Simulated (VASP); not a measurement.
Set up this calculation in VASP 6.6.1, as the native input.

| Property | Result |
| --- | --- |
| Task | single point |
| Functional | PBE |
| Potentials or basis | VASP PAW PBE potentials, release 64 (Pr_3, Sc_sv, O), 4f in core |
| Cutoff | 600 eV |
| k mesh | 6 × 12 × 12 |
| Occupations | gaussian, width 0.1 eV |
| Spin | no spin polarisation |
| Dipole correction | no |
| Further INCAR settings | ALGO = Normal; EDIFF = 1e-06; NBANDS = 21 |

The structure of PrScO lies in POSCAR:

```
PrScO
1.0
    5.7272437956      0.0000000000      0.0000000000
    0.0000000000      1.7875647682      3.0960716467
    0.0000000000     -1.7875647682      3.0960716467
Pr Sc O
1 1 1
Direct
    0.0000000000      0.0420319208      0.0420319208
    0.5000000000      0.7081727685      0.7081727685
    0.5000000000      0.0415005355      0.0415005355
```

The cell was generated, and may not be a known phase.

The input as run:

INCAR

```
SYSTEM = PrScO
PREC = Accurate
ENCUT = 600
EDIFF = 1E-6
ISMEAR = 0
SIGMA = 0.1
LREAL = .FALSE.
LASPH = .TRUE.
NELM = 200
ALGO = Normal
ISIF = 2
LWAVE = .FALSE.
LCHARG = .FALSE.
GGA = PE
NBANDS = 21
GGA_COMPAT = .FALSE.
LMAXMIX = 6
```

KPOINTS

```
Automatic mesh
0
G
  6 12 12
  0 0 0
```

Potentials or basis: VASP PAW PBE potentials, release 64 (Pr_3, Sc_sv, O), 4f in core.

Run with:

```bash
$ cat potpaw_PBE.64/Pr_3/POTCAR potpaw_PBE.64/Sc_sv/POTCAR potpaw_PBE.64/O/POTCAR > POTCAR
$ mpirun -np 1 vasp_std > vasp.out
```

It gave:

```json
{"Pressure": "0.4 GPa", "Largest force": "0.007 eV/Å", "Band gap on the k mesh": "zero (bands 14 and 15 overlap by 0.89 eV)"}
```

Caveat: spin-orbit coupling is left out, which moves the levels of the heavy elements; the 4f electrons are frozen in the core, so they carry no moment and show no levels; the run has no spin polarisation, though such a crystal can be magnetic.

Run time: 2.8 min on 1 thread of AMD EPYC 9R45 96-Core Processor (Zen 5) (shared host), peak memory 0.4 GiB.
